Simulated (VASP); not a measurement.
Set up this calculation in VASP 6.6.1, as the native input.

```yaml
Task: single point
Functional: PBEsol
Potentials_or_basis: VASP PAW PBE potentials, release 64 (Br)
Cutoff: 520 eV
k_mesh: 7 × 7 × 3
Occupations: fermi-dirac, width 0.05 eV
Spin: no spin polarisation
Dipole_correction: no
Further_INCAR_settings: ALGO = Normal; EDIFF = 1e-07; NBANDS = 22
```

The structure of Br lies in POSCAR:

```
Br
1.0
    3.3177951036     -2.2911603413      0.0000000000
    3.3177951036      2.2911603413      0.0000000000
    0.0000000000      0.0000000000      8.5846869338
Br
4
Direct
    0.3651000000      0.6349000000      0.3901000000
    0.1349000000      0.8651000000      0.8901000000
    0.6349000000      0.3651000000      0.6099000000
    0.8651000000      0.1349000000      0.1099000000
```

This cell differs from its parent crystal: volume scaled by 0.96.

These files were run (other wordings do the same):

INCAR

```
SYSTEM = Br
ALGO = Normal
EDIFF = 1E-7
ENCUT = 520
GGA = PS
ISIF = 2
ISMEAR = -1
LASPH = .True.
LCHARG = .True.
LELF = .True.
LREAL = .False.
LVHAR = .True.
LWAVE = .False.
NBANDS = 22
NELM = 80
PREC = Accurate
SIGMA = 0.05
```

KPOINTS

```
k-points
0
Gamma
  7 7 3
  0 0 0
```

Potentials or basis: VASP PAW PBE potentials, release 64 (Br).

Run with:

```sh
$ cat potpaw_PBE.64/Br/POTCAR > POTCAR
$ mpirun -np 1 vasp_std > vasp.out
```

It gave:

```
Pressure               : 1.4 GPa
Largest force          : 1.250 eV/Å
Band gap on the k mesh : 1.97 eV, indirect (least direct gap 1.99 eV)
```

Caveat: the PAW data sets were made with another functional, which shifts forces and pressure a little.

Run time: 45 s on 1 thread of Intel(R) Xeon(R) 6975P-C (Granite Rapids), with other jobs on the host, peak memory 0.24 GiB.
